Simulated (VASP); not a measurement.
**Cu2Os: relaxation of cell and atoms with PBE**

Crystal: Cu2Os.

```
Cu Os
1.0
     0.00000    3.39727    3.39727
     3.39727    0.00000    3.39727
     3.39727    3.39727    0.00000
Cu Os
4 2
Direct
  0.62500 0.62500 0.62500
  0.12500 0.62500 0.62500
  0.62500 0.62500 0.12500
  0.62500 0.12500 0.62500
  0.00000 0.00000 0.00000
  0.25000 0.25000 0.25000
```

- Program: VASP 6.6.1
- Task: relaxation of cell and atoms
- Functional: PBE
- Potentials or basis: VASP PAW PBE potentials, release 64 (Cu, Os)
- Cutoff: 600 eV
- k mesh: 4 × 4 × 4
- Occupations: gaussian, width 0.1 eV
- Spin: no spin polarisation
- Dipole correction: no
- Further INCAR settings: ALGO = Normal; EDIFF = 1e-06; IBRION = 2; EDIFFG = -0.04; NSW = 90; ISIF = 3

The relaxed volume is 12.45 Å³/atom and the relaxed cell is a = 4.727 Å, b = 4.727 Å, c = 4.727 Å, α = 60.00°, β = 60.00°, γ = 60.00°. The space group after relaxing (to 0.05 Å) is Fd-3m (No. 227). The energy gained by relaxing is 20.9 meV/atom, the ionic steps are 3 and the pressure after relaxing is 0.0 GPa. The band gap on the k mesh is zero (band 30 reaches 8.63 eV, above the bottom of band 31 at 8.40 eV).

Step by step:
```csv
step,energy change (eV),largest force (eV/Å),pressure (GPa),volume (Å³)
1,0.0000,0.0000,-10.13,78.42
2,0.1696,0.0000,19.56,69.41
3,-0.1254,0.0000,-0.03,74.67
```

Final structure:
```
Cu Os
1.0
     0.00000    3.34230    3.34230
     3.34230    0.00000    3.34230
     3.34230    3.34230    0.00000
Cu Os
4 2
Direct
  0.62500 0.62500 0.62500
  0.12500 0.62500 0.62500
  0.62500 0.62500 0.12500
  0.62500 0.12500 0.62500
  0.00000 0.00000 0.00000
  0.25000 0.25000 0.25000
```

Levels at points of the mesh, in eV from the Fermi level:
```csv
k point,band 26,band 27,band 28,band 29,band 30,band 31,band 32,band 33,band 34,band 35
"(0.00, 0.00, 0.00)",-1.53,-1.50,-1.50,-1.50,-0.39,0.38,0.38,4.68,5.02,5.02
"(0.50, 0.00, 0.00)",-1.53,-1.32,-1.29,-1.21,-1.21,0.39,0.39,1.58,2.74,2.74
"(0.50, 0.50, 0.00)",-1.65,-0.91,-0.91,0.00,0.00,0.12,0.12,0.27,0.27,2.94
```

It took 2.3 min on 1 thread of Intel Xeon 6975P-C, with other jobs on the host, peak memory 0.25 GiB.

Caveat: the k points lie up to 0.41 Å⁻¹ apart in the final cell; spin-orbit coupling is left out, which moves the levels of the heavy elements.
